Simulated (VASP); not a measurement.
# In2O (antifluorite type) (Fm-3m) in VASP: notebook, part 2 of 2

VASP 6.6.1. Earlier steps stand in the parts before.

## Step 3: Single point, PBE

This run uses another cell than the first one, of 20.65 Å³/atom.

File INCAR:

```
ALGO     = Normal         # electronic algorithm
EDIFF    = 1E-6           # SCF threshold, eV
ENCUT    = 520            # plane-wave cutoff, eV
GGA      = PE             # functional
ISIF     = 2              # what is computed and relaxed
ISMEAR   = -1             # smearing method
LASPH    = True           # aspherical terms in the spheres
LCHARG   = True           # write CHGCAR
LELF     = True           # ELF
LREAL    = False          # projectors in reciprocal space
LVHAR    = True         
LWAVE    = False          # write WAVECAR
NBANDS   = 23             # bands
NELM     = 100            # most SCF steps
PREC     = Accurate       # precision mode
SIGMA    = 0.06122561905347299 # smearing width, eV
```

File KPOINTS:

```
k-points
0
Gamma
  15 15 15
```

File POSCAR:

```
In2O
1.0
    0.0000000000      3.1404203270      3.1404203270
    3.1404203270      0.0000000000      3.1404203270
    3.1404203270      3.1404203270      0.0000000000
In O
2 1
Direct
    0.2500000000      0.2500000000      0.2500000000
    0.7500000000      0.7500000000      0.7500000000
    0.0000000000      0.0000000000      0.0000000000
```

Potentials or basis: VASP PAW PBE potentials, release 64 (In_d, O).

Run with:

```sh
$ cat potpaw_PBE.64/In_d/POTCAR potpaw_PBE.64/O/POTCAR > POTCAR
$ mpirun -np 1 vasp_std > vasp.out
```

OUTCAR:

```text
EDIFF = 1E-6
   ENCUT = 520
   GGA = PE
   ISIF = 2
   ISMEAR = -1
   LASPH = True
   LREAL = False
   NELM = 100
   PREC = Accurate

 ion  position               nearest neighbor table
   1  0.250  0.250  0.250-   3 2.72   3 2.72   3 2.72   3 2.72   2 3.14   2 3.14   2 3.14   2 3.14
                             2 3.14   2 3.14
   2  0.750  0.750  0.750-   3 2.72   3 2.72   3 2.72   3 2.72   1 3.14   1 3.14   1 3.14   1 3.14
                             1 3.14   1 3.14
   3  0.000  0.000  0.000-   2 2.72   2 2.72   2 2.72   1 2.72   1 2.72   1 2.72   2 2.72   1 2.72

  LATTYP: Found a face centered cubic cell.
[... 821 lines left out ...]
  --------------------------------------------------------------------------------------
  -------------------------------------------------------------------------------------
  Total        1.2093218      1.2093218      1.2093218     -0.0000000     -0.0000000      0.0000000
  in kB       31.2794525     31.2794525     31.2794525     -0.0000000     -0.0000000      0.0000000
  external PRESSURE =      31.2794525 kB  Pullay stress =       0.0000000 kB

 VOLUME and BASIS-vectors are now :
 -----------------------------------------------------------------------------
  energy-cutoff  :      520.00
  volume of cell :       61.94
      direct lattice vectors                 reciprocal lattice vectors
     0.000000000  3.140420327  3.140420327    -0.159214356  0.159214356  0.159214356
     3.140420327  0.000000000  3.140420327     0.159214356 -0.159214356  0.159214356
     3.140420327  3.140420327  0.000000000     0.159214356  0.159214356 -0.159214356

 POSITION                                       TOTAL-FORCE (eV/Angst)
 -----------------------------------------------------------------------------------
      1.57021      1.57021      1.57021         0.000000      0.000000      0.000000
      4.71063      4.71063      4.71063        -0.000000     -0.000000     -0.000000
      0.00000      0.00000      0.00000        -0.000000     -0.000000     -0.000000
 -----------------------------------------------------------------------------------
    total drift:                                0.000000      0.000000      0.000000

  FREE ENERGIE OF THE ION-ELECTRON SYSTEM (eV)
  ---------------------------------------------------
  free  energy   TOTEN  =       -10.5711734720 eV

  energy  without entropy=      -10.5551059764  energy(sigma->0) =      -10.56313972
```

Wall time 5 min (1 thread of Intel Xeon 8259CL, shared host); peak memory 0.3 GiB.

What came out:

| Property | Result |
| --- | --- |
| Free energy | -10.5712 eV |
| Pressure | 3.1 GPa |
| Band gap on the k mesh | zero (bands 16 and 17 overlap by 2.05 eV) |

Levels at points of the mesh, in eV from the Fermi level:
| k point | band 14 | band 15 | band 16 | band 17 | band 18 | band 19 |
| --- | --- | --- | --- | --- | --- | --- |
| (0.00, 0.00, 0.00) | -2.63 | -2.63 | 1.91 | 1.91 | 1.91 | 2.02 |

Caveat: the cell stands under pressure; spin-orbit coupling is left out, which moves the levels of the heavy elements.

## Step 4: Single point, PBE

This run uses another cell than the first one, of 20.65 Å³/atom.

File INCAR:

```
SYSTEM = In2O
ALGO = Normal ; EDIFF = 1E-7
ENCUT = 520 ; GGA = PE
ISIF = 2 ; ISMEAR = -1
LASPH = .TRUE. ; LCHARG = .TRUE.
LELF = .TRUE. ; LREAL = .FALSE.
LVHAR = .TRUE. ; LWAVE = .FALSE.
NBANDS = 23 ; NELM = 100
PREC = Accurate ; SIGMA = 0.06122561905347299
```

File KPOINTS:

```
k-points
0
G
  15 15 15
  0 0 0
```

POSCAR is that of step 3.

Run with:

```sh
$ cat potpaw_PBE.64/In_d/POTCAR potpaw_PBE.64/O/POTCAR > POTCAR
$ mpirun -np 1 vasp_std > vasp.out
```

It took 6.2 min on 1 thread of Intel Xeon 8259CL, shared host; peak memory 0.31 GiB.

It converged, with:

```yaml
Free_energy: -10.5712 eV
Pressure: 3.1 GPa
Band_gap_on_the_k_mesh: zero (bands 16 and 17 overlap by 2.05 eV)
```

Levels at points of the mesh, in eV from the Fermi level:
```tsv
k point	band 12	band 13	band 14	band 15	band 16	band 17	band 18	band 19	band 20	band 21
(0.00, 0.00, 0.00)	-7.06	-2.63	-2.63	-2.63	1.91	1.91	1.91	2.02	6.85	6.85
```

Caveat: the cell stands under pressure; spin-orbit coupling is left out, which moves the levels of the heavy elements.

## Step 5: Single point, PBE

This run uses another cell than the first one, of 21.09 Å³/atom.

File INCAR:

```
SYSTEM = In2O
PREC = Accurate
ENCUT = 520
EDIFF = 1E-6
ISMEAR = -1
SIGMA = 0.06122561905347299
LREAL = .False.
LASPH = .True.
NELM = 80
ALGO = Normal
ISIF = 2
LWAVE = .False.
LCHARG = .True.
GGA = PE
LELF = .True.
LVHAR = .True.
NBANDS = 23
```

File KPOINTS:

```
Automatic mesh
0
Gamma
  15 15 15
  0 0 0
```

File POSCAR:

```
In2O
1.0
    0.0000000000      3.1625366918      3.1625366918
    3.1625366918      0.0000000000      3.1625366918
    3.1625366918      3.1625366918      0.0000000000
In O
2 1
Direct
    0.2500000000      0.2500000000      0.2500000000
    0.7500000000      0.7500000000      0.7500000000
    0.0000000000      0.0000000000      0.0000000000
```

Run with:

```sh
$ cat potpaw_PBE.64/In_d/POTCAR potpaw_PBE.64/O/POTCAR > POTCAR
$ mpirun -np 1 vasp_std > vasp.out
```

It took 6 min on 1 thread of Intel Xeon 8259CL, shared host; peak memory 0.31 GiB.

It converged, with:

- Free energy: -10.5929 eV
- Pressure: 2.0 GPa
- Band gap on the k mesh: zero (bands 16 and 17 overlap by 2.00 eV)

Levels at points of the mesh, in eV from the Fermi level:
```tsv
k point	band 13	band 14	band 15	band 16	band 17	band 18	band 19	band 20
(0.00, 0.00, 0.00)	-2.54	-2.54	-2.54	1.86	1.92	1.92	1.92	6.80
```

Caveat: spin-orbit coupling is left out, which moves the levels of the heavy elements.

## Step 6: Single point, PBE

This run uses another cell than the first one, of 21.09 Å³/atom.

File INCAR:

```
PREC = Accurate
ENCUT = 520
EDIFF = 1E-6
ISMEAR = -1
SIGMA = 0.06122561905347299
LREAL = F
LASPH = T
NELM = 60
ALGO = Normal
ISIF = 2
LWAVE = F
LCHARG = T
GGA = PE
LELF = T
LVHAR = T
NBANDS = 23
```

File KPOINTS:

```
regular mesh
0
Gamma
  15 15 15
```

POSCAR is that of step 5.

Potentials or basis: VASP PAW PBE potentials, release 64 (In_d, O).

Run with:

```sh
$ cat potpaw_PBE.64/In_d/POTCAR potpaw_PBE.64/O/POTCAR > POTCAR
$ mpirun -np 1 vasp_std > vasp.out
```

Wall time 4.6 min (1 thread of Intel Xeon 8259CL, shared host); peak memory 0.31 GiB.

It converged, with:

```
Free energy            : -10.5929 eV
Pressure               : 2.0 GPa
Band gap on the k mesh : zero (bands 16 and 17 overlap by 2.00 eV)
```

Levels at points of the mesh, in eV from the Fermi level:
| k point | band 12 | band 13 | band 14 | band 15 | band 16 | band 17 | band 18 | band 19 | band 20 | band 21 |
| --- | --- | --- | --- | --- | --- | --- | --- | --- | --- | --- |
| (0.00, 0.00, 0.00) | -6.98 | -2.54 | -2.54 | -2.54 | 1.86 | 1.92 | 1.92 | 1.92 | 6.80 | 6.80 |

Caveat: spin-orbit coupling is left out, which moves the levels of the heavy elements.

## Step 7: Summary

```csv
cell,k mesh,gap on the mesh (eV),pressure (GPa)
"a = 4.623 Å, angles 60.0°, 3 atoms",10 × 10 × 10,none,-2.4
"a = 4.441 Å, angles 60.0°, 3 atoms",15 × 15 × 15,none,3.1
"a = 4.473 Å, angles 60.0°, 3 atoms",15 × 15 × 15,none,2.0
```

Alike in all rows: task single point; level PBE; potentials or basis VASP PAW PBE potentials, release 64 (In_d, O); no spin polarisation; cutoff (eV) 520; smearing fermi-dirac 0.0612256 eV.

Caveats: spin-orbit coupling is left out, which moves the levels of the heavy elements; the cell stands under pressure (at least some runs).

Absolute energies hang on the potentials; compare differences alone.
